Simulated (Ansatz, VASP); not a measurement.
# One calculation of SiC, two programs

The input INCAR:

```
SYSTEM = SiC
ALGO = Normal
EDIFF = 1E-6
ENCUT = 520
GGA = PE
ISIF = 2
ISMEAR = 0
LASPH = .True.
LCHARG = .False.
LREAL = .False.
LWAVE = .False.
NBANDS = 26
NELM = 100
PREC = Accurate
SIGMA = 0.05
```

Contents of KPOINTS:

```
k-points
0
Gamma
  12 12 4
  0 0 0
```

POSCAR

```
SiC
1.0
    3.0941201807      0.0000000000      0.0000000000
   -1.5470600903      2.6795866789      0.0000000000
    0.0000000000      0.0000000000     10.1293391985
Si C
4 4
Direct
    0.6666666667      0.3333333333      0.9378441878
    0.3333333333      0.6666666667      0.4378441878
    0.0000000000      0.0000000000      0.6878995565
    0.0000000000      0.0000000000      0.1878995565
    0.6666666667      0.3333333333      0.7473393678
    0.3333333333      0.6666666667      0.2473393678
    0.0000000000      0.0000000000      0.4979797317
    0.0000000000      0.0000000000     -0.0020202683
```

Input for Ansatz:

```yaml
crystal:
  lattice:
    - [3.0941201807, 0.0, 0.0]
    - [-1.5470600903, 2.6795866789, 0.0]
    - [0.0, 0.0, 10.1293391985]
  atoms:
    - { symbol: Si, position: [0.6666666667, 0.3333333333, 0.9378441878] }
    - { symbol: Si, position: [0.3333333333, 0.6666666667, 0.4378441878] }
    - { symbol: Si, position: [0.0, 0.0, 0.6878995565] }
    - { symbol: Si, position: [0.0, 0.0, 0.1878995565] }
    - { symbol: C, position: [0.6666666667, 0.3333333333, 0.7473393678] }
    - { symbol: C, position: [0.3333333333, 0.6666666667, 0.2473393678] }
    - { symbol: C, position: [0.0, 0.0, 0.4979797317] }
    - { symbol: C, position: [0.0, 0.0, -0.0020202683] }
basis:
  ecutwfc: 420
kpoints:
  mp_grid: { grid: [12, 12, 4] }
hamiltonian:
  xc: pbe
scf:
  occupations: { method: gaussian, width: 0.05 }
output:
  forces: true
  stress: true
  eigenvalues: true
```

Change from the starting cell: all C atoms moved -0.025 Å, as atom 5 along Cartesian [0 0 1].

Alike in both runs: task single point; functional PBE; k mesh 12 × 12 × 4; occupations gaussian, width 0.05 eV; no spin polarisation.

|  | VASP | Ansatz |
| --- | --- | --- |
| version | VASP 6.6.1 | Ansatz 0.2.0 |
| potentials or method | VASP PAW PBE potentials, release 64 (Si, C), cutoff 520 eV | scalar-relativistic, plane waves, PAW |
| valence electrons in the cell | 32 | 32 |

```csv
,VASP,Ansatz,Ansatz less VASP
gap on the k mesh at the Fermi level (eV),2.15,2.15,+0.001
least direct gap on the mesh (eV),3.43,3.43,+0.002
pressure (GPa),0.0,0.1,+0.05
"traceless stress, the component that is largest in VASP (GPa)",-1.58,-1.59,-0.007
rms of the force components (eV/Å),0.246,0.246,0.0000
```

Atom by atom the forces differ by 0.000 eV/Å (rms over components).
